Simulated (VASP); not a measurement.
A run of VASP 6.6.1 is set up as follows.

INCAR

```
SYSTEM = BeCd2S3
ALGO = Normal ; EDIFF = 1E-7
ENCUT = 520 ; GGA = PE
ISIF = 2 ; ISMEAR = 0
LASPH = .True. ; LCHARG = .False.
LREAL = .False. ; LWAVE = .False.
NBANDS = 31 ; NELM = 60
PREC = Accurate ; SIGMA = 0.1
```

KPOINTS

```
k-points
0
Gamma
  6 6 2
  0 0 0
```

Contents of POSCAR:

```
BeCd2S3
1.0
    4.1950400500      0.0000000000      0.0000000000
   -2.0975200200      3.6330112500      0.0000000000
    0.0000000000      0.0000000000      8.8346859800
Be Cd S
1 2 3
Direct
    0.6666666700      0.3333333300      0.0000000000
    0.3333333300      0.6666666700      0.2462391900
    0.3333333300      0.6666666700      0.7537608100
    0.6666666700      0.3333333300      0.5000000000
    0.0000000000      0.0000000000      0.0000000000
    0.0000000000      0.0000000000      0.5000000000
```

Potentials or basis: VASP PAW PBE potentials, release 64 (Be, Cd, S).

The run is started by

```console
$ cat potpaw_PBE.64/Be/POTCAR potpaw_PBE.64/Cd/POTCAR potpaw_PBE.64/S/POTCAR > POTCAR
$ mpirun -np 1 vasp_std > vasp.out
```

(1) What does it give for the band gap on the k mesh?

(2) What does it give for the pressure?

(3) What does it give for the largest force?

Results:

(1) zero (bands 22 and 23 overlap by 0.41 eV).

(2) -3.4 GPa.

(3) 0.175 eV/Å.

Caveat: the cell stands under tension; semilocal functionals underestimate gaps, and a narrow one can read as zero.
